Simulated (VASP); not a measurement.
Runs of VASP 6.6.1 on Pt. The structure is that of space group Im-3m (No. 229), or close to it. The cells are those of the table. 

```tsv
task	spin	cell	k mesh	cutoff (eV)	smearing	gap on the mesh (eV)	pressure (GPa)	moment (μB)
single point	collinear, ferromagnetic start	a = 2.846 Å, angles 109.5°, 1 atom	16 × 16 × 16	520	fermi-dirac 0.05 eV	none	-20.0	0.00
single point	collinear, ferromagnetic start	a = 2.703 Å, angles 109.5°, 1 atom	16 × 16 × 16	520	fermi-dirac 0.05 eV	none	10.4	0.00
single point	off	a = 2.741 Å, angles 109.5°, 1 atom	14 × 14 × 14	520	fermi-dirac 0.1 eV	none	-0.5	-
single point	collinear, ferromagnetic start	a = 2.740 Å, angles 109.5°, 1 atom	16 × 16 × 16	520	fermi-dirac 0.05 eV	none	(a)	0.00
relaxation of cell and atoms	off	relaxed from a = 2.697 Å, angles 109.5°, 1 atom	14 × 14 × 14	600	fermi-dirac 0.1 eV	none	-0.1	-
```

Alike in all rows: level PBE; potentials or basis VASP PAW PBE potentials, release 64 (Pt).

**Question.** Estimate the missing entries.

**Answer.** (a) -0.4.

Caveats: spin-orbit coupling is left out, which moves the levels of the heavy elements.

A k mesh can miss the band edges, and the runs leave out spin-orbit coupling on Pt.

A gap of «none» marks levels without a gap at the run's occupations.
